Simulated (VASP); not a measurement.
# Zr12H2CF2 in VASP: notebook

The runs below take Zr12H2CF2 through single point, with PBE+D3(BJ).

Program: VASP 6.6.1. These are calculated values, not measurements. Logs are shortened: lines on timing, memory, paths and dates and some standing lists are left out, and cuts for length are marked.

## Step 1: The cell of the first run

The cell holds a slab with vacuum, 17 atoms: a = 6.371 Å, b = 5.110 Å, c = 26.154 Å, α = 90.00°, β = 90.00°, γ = 90.00°.

## Step 2: Single point, PBE+D3(BJ)

The input, INCAR:

```
ALGO     = Normal         # electronic algorithm
DIPOL    = 0.5 0.5 0.498
EDIFF    = 1E-7           # SCF threshold, eV
ENCUT    = 520            # plane-wave cutoff, eV
GGA      = PE             # functional
IDIPOL   = 3            
ISIF     = 2              # what is computed and relaxed
ISMEAR   = 0              # smearing method
IVDW     = 12             # dispersion correction
LASPH    = True           # aspherical terms in the spheres
LCHARG   = False          # write CHGCAR
LDIPOL   = True         
LREAL    = Auto         
LWAVE    = False          # write WAVECAR
NBANDS   = 96             # bands
NELM     = 100            # most SCF steps
PREC     = Accurate       # precision mode
SIGMA    = 0.1            # smearing width, eV
```

The input, KPOINTS:

```
k-points
0
Gamma
  3 4 1
```

The input, POSCAR:

```
Zr12H2CF2
1.0
    6.3710095759      0.0000000000      0.0000000000
    0.0000000000      5.1100856935      0.0000000000
    0.0000000000      0.0000000000     26.1537321639
Zr F C H
12 2 1 2
Direct
    0.5000000000      0.7500000000      0.3058836861
    0.0000000000      0.7500000000      0.3058836861
    0.7500000000      0.2500000000      0.3410440990
    0.2500000000      0.2500000000      0.3410440990
    0.7500000000      0.7500000000      0.4113649250
    0.2500000000      0.7500000000      0.4113649250
   -0.0002624642      0.2499568590      0.4456575523
    0.5002691331      0.2499018002      0.4456062000
   -0.0040825945      0.7473946768      0.5153308184
    0.5045221754      0.7473216282      0.5154583582
    0.2505411479      0.2480534379      0.5451206761
    0.7496875920      0.2415052974      0.5517692720
   -0.2419954390     -0.0405151505      0.7162022267
   -0.2477847739      0.1766630730      0.6423988558
   -0.2435269861     -0.0792617215      0.6650930877
   -0.3878935474     -0.1779276630      0.6525075959
   -0.0976104670     -0.1720578495      0.6518215611
```

Potentials or basis: VASP PAW PBE potentials, release 64 (Zr_sv, F, C, H).

Started as:

```bash
> cat potpaw_PBE.64/Zr_sv/POTCAR potpaw_PBE.64/F/POTCAR potpaw_PBE.64/C/POTCAR potpaw_PBE.64/H/POTCAR > POTCAR
> mpirun -np 1 vasp_std > vasp.out
```

OUTCAR:

```text
EDIFF = 1E-7
   ENCUT = 520
   GGA = PE
   ISIF = 2
   ISMEAR = 0
   IVDW = 12
   LASPH = True
   LREAL = Auto
   NELM = 100
   PREC = Accurate
 IVDW          = 12

 ion  position               nearest neighbor table
   1  0.500  0.750  0.306-   3 3.15   4 3.15   3 3.15   4 3.15   2 3.19   2 3.19   6 3.19   5 3.19

   2  0.000  0.750  0.306-   3 3.15   4 3.15   3 3.15   4 3.15   1 3.19   1 3.19   6 3.19   5 3.19

   3  0.750  0.250  0.341-   1 3.15   2 3.15   1 3.15   2 3.15   5 3.15   5 3.15   8 3.16   7 3.17
                             4 3.19   4 3.19
   4  0.250  0.250  0.341-   1 3.15   2 3.15   1 3.15   2 3.15   6 3.15   6 3.15   8 3.17   7 3.17
                             3 3.19   3 3.19
   5  0.750  0.750  0.411-   9 3.14  10 3.14   8 3.14   7 3.14   8 3.14   7 3.14   3 3.15   3 3.15
                             6 3.19   6 3.19   1 3.19   2 3.19
   6  0.250  0.750  0.411-   8 3.14   7 3.14   8 3.14   7 3.14   4 3.15   4 3.15   9 3.16  10 3.17
                             5 3.19   5 3.19   1 3.19   2 3.19
   7  1.000  0.250  0.446-  11 3.05   9 3.13   5 3.14   5 3.14   6 3.14   6 3.14   9 3.15   3 3.17
                             4 3.17   8 3.18   8 3.19  12 3.20
   8  0.500  0.250  0.446-  11 3.05  10 3.13   5 3.14   5 3.14   6 3.14   6 3.14  10 3.15   3 3.16
                             4 3.17   7 3.18   7 3.19  12 3.20
   9  0.996  0.747  0.515-  12 3.12  11 3.12   7 3.13  11 3.13  10 3.13   5 3.14   7 3.15   6 3.16
[... 5 lines left out ...]
  12  0.750  0.242  0.552-  14 2.39  10 3.12   9 3.12  10 3.17   9 3.17  11 3.18  11 3.20   8 3.20
                             7 3.20
  13  0.758  0.959  0.716-  15 1.35
  14  0.752  0.177  0.642-  15 1.44  12 2.39
  15  0.756  0.921  0.665-  16 1.10  17 1.10  13 1.35  14 1.44
  16  0.612  0.822  0.653-  15 1.10
  17  0.902  0.828  0.652-  15 1.10

  LATTYP: Found a simple orthorhombic cell.
 ALAT       =     5.1100856935
 B/A-ratio  =     1.2467520034
 C/A-ratio  =     5.1180613658

  Lattice vectors:

 A1 = (   0.0000000000,  -5.1100856935,   0.0000000000)
 A2 = (   6.3710095759,   0.0000000000,   0.0000000000)
 A3 = (   0.0000000000,   0.0000000000,  26.1537321639)

Analysis of symmetry for initial positions (statically):
=====================================================================
 Subroutine PRICEL returns:
 Original cell was already a primitive cell.

 Routine SETGRP: Setting up the symmetry group for a
 simple orthorhombic supercell.

 Subroutine GETGRP returns: Found  1 space group operations
 (whereof  1 operations were pure point group operations)
 out of a pool of  8 trial point group operations.

The static configuration has the point symmetry C_1 .

Analysis of symmetry for dynamics (positions and initial velocities):
=====================================================================
 Subroutine PRICEL returns:
 Original cell was already a primitive cell.

 Routine SETGRP: Setting up the symmetry group for a
 simple orthorhombic supercell.

 Subroutine GETGRP returns: Found  1 space group operations
 (whereof  1 operations were pure point group operations)
 out of a pool of  8 trial point group operations.

The dynamic configuration has the point symmetry C_1 .

 Subroutine INISYM returns: Found  1 space group operations
 (whereof  1 operations are pure point group operations),
 and found     1 'primitive' translations

----------------------------------------------------------------------------------------

                                     Primitive cell

  volume of cell :     851.4715

  direct lattice vectors                    reciprocal lattice vectors
     6.371009576  0.000000000  0.000000000     0.156960995  0.000000000  0.000000000
     0.000000000  5.110085694  0.000000000     0.000000000  0.195691435  0.000000000
     0.000000000  0.000000000 26.153732164     0.000000000  0.000000000  0.038235461

  length of vectors
     6.371009576  5.110085694 26.153732164     0.156960995  0.195691435  0.038235461

  position of ions in fractional coordinates (direct lattice)
     0.500000000  0.750000000  0.305883686
     0.000000000  0.750000000  0.305883686
     0.750000000  0.250000000  0.341044099
     0.250000000  0.250000000  0.341044099
     0.750000000  0.750000000  0.411364925
     0.250000000  0.750000000  0.411364925
[... 9 lines left out ...]
     0.612106453  0.822072337  0.652507596
     0.902389533  0.827942151  0.651821561

  ion indices of the primitive-cell ions
   primitive index   ion index
                 1           1
                 2           2
                 3           3
                 4           4
                 5           5
                 6           6
[... 9 lines left out ...]
                16          16
                17          17

----------------------------------------------------------------------------------------

 KPOINTS: k-points

Automatic generation of k-mesh.
 Grid dimensions read from file:
 generate k-points for:    3    4    1

 Generating k-lattice:

  Cartesian coordinates                     Fractional coordinates (reciprocal lattice)
     0.052320332  0.000000000  0.000000000     0.333333333  0.000000000  0.000000000
     0.000000000  0.048922859  0.000000000     0.000000000  0.250000000  0.000000000
     0.000000000  0.000000000  0.038235461     0.000000000  0.000000000  1.000000000

  Length of vectors
     0.052320332  0.048922859  0.038235461

  Shift w.r.t. Gamma in fractional coordinates (k-lattice)
     0.000000000  0.000000000  0.000000000

 Subroutine IBZKPT returns following result:
 ===========================================

 Found      7 irreducible k-points:

 Following reciprocal coordinates:
            Coordinates               Weight
  0.000000  0.000000  0.000000      1.000000
  0.333333  0.000000  0.000000      2.000000
  0.000000  0.250000  0.000000      2.000000
  0.333333  0.250000  0.000000      2.000000
 -0.333333  0.250000  0.000000      2.000000
  0.000000  0.500000  0.000000      1.000000
  0.333333  0.500000  0.000000      2.000000
   k-points           NKPTS =      7   k-points in BZ     NKDIM =      7   number of bands    NBANDS=     96
   number of dos      NEDOS =    301   number of ions     NIONS =     17
   total plane-waves  NPLWV = 376320
   dimension x,y,z NGX =    48 NGY =   40 NGZ =  196
   dimension x,y,z NGXF=    96 NGYF=   80 NGZF=  392
   ions per type =              12   2   1   2
   NGX,Y,Z   is equivalent  to a cutoff of  12.53, 13.01, 12.46 a.u.
   NGXF,Y,Z  is equivalent  to a cutoff of  25.05, 26.03, 24.92 a.u.
 SYSTEM =  unknown system
   PREC   = accura    normal or accurate (medium, high low for compatibility)
   ISTART =      0    job   : 0-new  1-cont  2-samecut
   ICHARG =      2    charge: 1-file 2-atom 10-const
   ISPIN  =      1    spin polarized calculation?
   LNONCOLLINEAR =      F non collinear calculations
   LSORBIT =      F    spin-orbit coupling
   LASPH  =      T    aspherical Exc in radial PAW
   ENCUT  =  520.0 eV  38.22 Ry    6.18 a.u.  11.85  9.50 48.63*2*pi/ulx,y,z
   NELM   =    100;   NELMIN=  2; NELMDL= -5     # of ELM steps
   EDIFF  = 0.1E-06   stopping-criterion for ELM
   LREAL  =      T    real-space projection
   EDIFFG = 0.1E-05   stopping-criterion for IOM
   NSW    =      0    number of steps for IOM
   IBRION =     -1    ionic relax: 0-MD 1-quasi-New 2-CG
   NFREE  =      0    steps in history (QN), initial steepest desc. (CG)
   ISIF   =      2    stress and relaxation
   ISYM   =      2    0-nonsym 1-usesym 2-fastsym
   POTIM  = 0.5000    time-step for ionic-motion
   TEBEG  =    0.0;   TEEND  =   0.0 temperature during run
   PSTRESS=    0.0 pullay stress
   NELECT =     164.0000    total number of electrons
   NUPDOWN=      -1.0000    fix difference up-down
   EMIN   =  10.00;   EMAX   =-10.00  energy-range for DOS
   EFERMI =   0.00;   METHOD = LEGACY
   ISMEAR =     0;   SIGMA  =   0.10  broadening in eV -4-tet -1-fermi 0-gaus
   EFERMI_NEDOS =   21; number of points for ismear=-14 and -15
   IALGO  =     38    algorithm
   IMIX   =      4    mixing-type and parameters
     AMIX     =   0.40;   BMIX     =  1.00
     AMIX_MAG =   1.60;   BMIX_MAG =  1.00
  volume/ion in A,a.u.               =      50.09       338.00
  Fermi-wavevector in a.u.,A,eV,Ry     =   0.945437  1.786617 12.161591  0.893852
  Thomas-Fermi vector in A             =   2.073339
   LORBIT       =      0    0 simple, 1 ext, 2 COOP (PROOUT), +10 PAW based schemes
   GGA     = PE    functional components
   LHFCALC =     F    Hartree Fock is set to
   AEXX    =    0.0000 exact exchange contribution
   IVDW    =    12    specifies the selected vdW correction
   LEPSILON=     F    determine dielectric tensor
   LRPA    =     F    only Hartree local field effects (RPA)
 non-spin polarized calculation
 Gauss-broadening in eV      SIGMA  =   0.10
  energy-cutoff  :      520.00
  volume of cell :      851.47
 maximum number of plane-waves:     23004
   NGX = 23   NGY = 19   NGZ = 97

 dipolmoment           0.000000      0.000000      0.918299 electrons x Angstroem

 number of electron     163.9999999 magnetization

 dipolmoment           0.000000      0.000000     -0.018858 electrons x Angstroem

 Free energy of the ion-electron system (eV)
  ---------------------------------------------------
  ext. energy  EPLUGINS =         0.00000000
  ---------------------------------------------------
  free energy    TOTEN  =      -120.35293730 eV

  energy without entropy =     -120.29008547  energy(sigma->0) =     -120.32151138

 E-fermi :   0.9219     XC(G=0):  -4.8410

 val. band max:        0.9099078628   @ k =  -0.3333   0.2500   0.0000
 cond. band min:       0.9286135196   @ k =   0.0000   0.0000   0.0000
 fundamental gap:      0.0187056568
 Fermi energy:         0.9218540600

 k-point     1 :       0.0000    0.0000    0.0000
  band No.  band energies     occupation
      1     -48.1931      2.00000
      2     -48.1840      2.00000
      3     -48.1348      2.00000
      4     -47.9886      2.00000
      5     -47.7999      2.00000
      6     -47.7439      2.00000
[... 668 lines left out ...]
     93       1.6151      0.00000
     94       1.6535      0.00000
 [bands above 94 left out]

------------------------ aborting loop because EDIFF is reached ----------------------------------------

 vacuum level on the upper side and lower side of the slab       (xc-potential included)        -0.111        -0.032

 Edisp (eV)   -4.81635

 E8    (eV) :    -2.5118

  FORCE on cell =-STRESS in cart. coord.  units (eV):
  Direction    XX          YY          ZZ          XY          YZ          ZX
  --------------------------------------------------------------------------------------
  -------------------------------------------------------------------------------------
  Total     -10.22070    -4.90131    -1.66617    -0.00013    -0.01456    -0.00106
  in kB     -19.23184    -9.22258    -3.13517    -0.00025    -0.02741    -0.00200
  external pressure =      -10.53 kB  Pullay stress =        0.00 kB

 VOLUME and BASIS-vectors are now :
 -----------------------------------------------------------------------------
  energy-cutoff  :      520.00
  volume of cell :      851.47
      direct lattice vectors                 reciprocal lattice vectors
     6.371009576  0.000000000  0.000000000     0.156960995  0.000000000  0.000000000
     0.000000000  5.110085694  0.000000000     0.000000000  0.195691435  0.000000000
     0.000000000  0.000000000 26.153732164     0.000000000  0.000000000  0.038235461

 POSITION                                       TOTAL-FORCE (eV/Angst)
 -----------------------------------------------------------------------------------
      3.18550      3.83256      8.00000         0.000009     -0.005956      0.409069
      0.00000      3.83256      8.00000         0.000827     -0.005907      0.409572
      4.77826      1.27752      8.91958         0.000824      0.006654     -0.094702
      1.59275      1.27752      8.91958        -0.001853      0.003076     -0.055604
      4.77826      3.83256     10.75873        -0.001776     -0.009059     -0.404589
      1.59275      3.83256     10.75873         0.003519      0.007422     -0.285129
[... 9 lines left out ...]
      3.89974      4.20086     17.06551         0.004061      0.004157     -0.009073
      5.74913      4.23086     17.04757        -0.013726      0.007570     -0.006041
 -----------------------------------------------------------------------------------
    total drift:                                0.000724      0.001977      0.008902

  FREE ENERGIE OF THE ION-ELECTRON SYSTEM (eV)
  ---------------------------------------------------
  free  energy   TOTEN  =      -125.1692870552 eV

  energy  without entropy=     -125.1064352228  energy(sigma->0) =     -125.13786114

 vacuum level on the upper side and lower side of the slab         4.477         4.547
```

It took 17 min on 1 thread of AMD EPYC 9R45 (Zen 5), shared host; peak memory 0.95 GiB.

What came out:

```yaml
Free_energy: -125.1693 eV
Largest_force: 0.410 eV/Å
Band_gap_on_the_k_mesh: zero (bands 82 and 83 overlap by 0.35 eV)
Dispersion_energy_per_atom: -0.283 eV
```

Forces in eV/Å, atoms in the order of the input:
```
Zr   0.000 -0.006  0.409
Zr   0.001 -0.006  0.410
Zr   0.001  0.007 -0.095
Zr  -0.002  0.003 -0.056
Zr  -0.002 -0.009 -0.405
Zr   0.004  0.007 -0.285
Zr  -0.001 -0.001  0.003
Zr   0.001  0.000  0.004
Zr  -0.001  0.000  0.003
Zr   0.002  0.000  0.001
Zr  -0.004  0.003  0.004
Zr   0.004  0.002  0.010
F    0.003  0.065  0.372
F   -0.004  0.201 -0.100
C    0.009 -0.278 -0.261
H    0.004  0.004 -0.009
H   -0.014  0.008 -0.006
```

## Step 3: Single point, PBE+D3(BJ)

The input, INCAR:

```
SYSTEM = Zr12H2CF2
ALGO = Normal
DIPOL = 0.5 0.5 0.498
EDIFF = 1E-6
ENCUT = 520
GGA = PE
IDIPOL = 3
ISIF = 2
ISMEAR = 0
IVDW = 12
LASPH = .TRUE.
LCHARG = .TRUE.
LDIPOL = .TRUE.
LELF = .TRUE.
LREAL = Auto
LVACPOTAV = .TRUE.
LVHAR = .TRUE.
LWAVE = .FALSE.
NBANDS = 96
NELM = 100
PREC = Accurate
SIGMA = 0.1
```

The input, KPOINTS:

```
k-points
0
G
  3 4 1
  0 0 0
```

POSCAR is that of step 2.

Potentials or basis: VASP PAW PBE potentials, release 64 (Zr_sv, F, C, H).

Started as:

```bash
> cat potpaw_PBE.64/Zr_sv/POTCAR potpaw_PBE.64/F/POTCAR potpaw_PBE.64/C/POTCAR potpaw_PBE.64/H/POTCAR > POTCAR
> mpirun -np 1 vasp_std > vasp.out
```

Wall time 16 min (1 thread of AMD EPYC 9R45 (Zen 5), shared host); peak memory 0.95 GiB.

It converged, with:

```yaml
Free_energy: -125.1693 eV
Largest_force: 0.410 eV/Å
Band_gap_on_the_k_mesh: zero (bands 82 and 83 overlap by 0.35 eV)
Dispersion_energy_per_atom: -0.283 eV
```

Forces on the atoms (eV/Å):
```
Zr   0.000 -0.006  0.409
Zr   0.001 -0.006  0.410
Zr   0.001  0.007 -0.095
Zr  -0.002  0.003 -0.056
Zr  -0.002 -0.009 -0.405
Zr   0.004  0.007 -0.285
Zr  -0.001 -0.001  0.003
Zr   0.001  0.000  0.004
Zr  -0.001  0.000  0.003
Zr   0.002  0.000  0.001
Zr  -0.004  0.003  0.004
Zr   0.004  0.002  0.010
F    0.003  0.065  0.372
F   -0.004  0.201 -0.100
C    0.009 -0.278 -0.261
H    0.004  0.004 -0.009
H   -0.014  0.008 -0.006
```

Levels at points of the mesh, in eV from the Fermi level:
| k point | band 80 | band 81 | band 82 | band 83 | band 84 | band 85 |
| --- | --- | --- | --- | --- | --- | --- |
| (0.00, 0.00, 0.00) | -0.16 | 0.01 | 0.25 | 0.39 | 0.44 | 0.57 |
| (0.00, 0.50, 0.00) | -0.54 | -0.16 | -0.13 | 0.21 | 0.23 | 0.46 |
